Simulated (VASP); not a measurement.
Input of a VASP 6.6.1 run:

INCAR

```
PREC = Accurate
ENCUT = 600
EDIFF = 1E-6
ISMEAR = 0
SIGMA = 0.1
LREAL = False
LASPH = True
NELM = 120
ALGO = Normal
ISIF = 2
LWAVE = False
LCHARG = True
GGA = PE
LELF = True
LVHAR = True
NBANDS = 30
GGA_COMPAT = False
```

File KPOINTS:

```
Automatic mesh
0
Gamma
  12 12 6
```

POSCAR

```
Zr2AlN3
1.0
    3.1354360860      0.0000000000      0.0000000000
   -1.5677180430      2.7153673024      0.0000000000
    0.0000000000      0.0000000000      7.7811848487
Zr Al N
2 1 3
Direct
    0.3333333333      0.6666666667      0.1680216497
    0.6666666667      0.3333333333      0.8319783503
    0.0000000000      0.0000000000      0.5000000000
    0.3333333333      0.6666666667      0.6436945963
    0.6666666667      0.3333333333      0.3563054037
    0.0000000000      0.0000000000      0.0000000000
```

Potentials or basis: VASP PAW PBE potentials, release 64 (Zr_sv, Al, N).

Run with:

```sh
$ cat potpaw_PBE.64/Zr_sv/POTCAR potpaw_PBE.64/Al/POTCAR potpaw_PBE.64/N/POTCAR > POTCAR
$ mpirun -np 1 vasp_std > vasp.out
```

Question: What does it give for the pressure?

Answer: 0.0 GPa.

Question: Predict the largest force.

Answer: 0.024 eV/Å.

Question: Predict the band gap on the k mesh.

Answer: Zero (bands 21 and 22 overlap by 1.48 eV).

Forces on the atoms (eV/Å):
```
Zr   0.000  0.000  0.006
Zr   0.000  0.000 -0.006
Al   0.000  0.000  0.000
N    0.000  0.000 -0.024
N    0.000  0.000  0.024
N    0.000  0.000  0.000
```
